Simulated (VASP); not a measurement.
A run of VASP 6.6.1 is set up as follows.

Contents of INCAR:

```
  ALGO = Normal
  EDIFF = 1E-7
  ENCUT = 520
  GGA = PS
  ISIF = 2
  ISMEAR = -1
  LASPH = T
  LCHARG = T
  LELF = T
  LREAL = F
  LVHAR = T
  LWAVE = F
  NBANDS = 18
  NELM = 80
  PREC = Accurate
  SIGMA = 0.1
```

Contents of KPOINTS:

```
k-points
0
Gamma
  10 10 10
```

File POSCAR:

```
Ag
1.0
    0.0000000000      2.8922078186      2.8922078186
    2.8922078186      0.0000000000      2.8922078186
    2.8922078186      2.8922078186      0.0000000000
Ag
2
Direct
    0.1250000000      0.1250000000      0.1250000000
    0.8750000000      0.8750000000      0.8750000000
```

Potentials or basis: VASP PAW PBE potentials, release 64 (Ag).

The run is started by

```console
$ cat potpaw_PBE.64/Ag/POTCAR > POTCAR
$ mpirun -np 1 vasp_std > vasp.out
```

Question: Estimate the pressure.

Answer: 7.5 GPa.

Question: Predict the band gap on the k mesh.

Answer: Zero (band 11 reaches 4.87 eV, above the bottom of band 12 at 3.57 eV).

Caveat: the PAW data sets were made with another functional, which shifts forces and pressure a little.
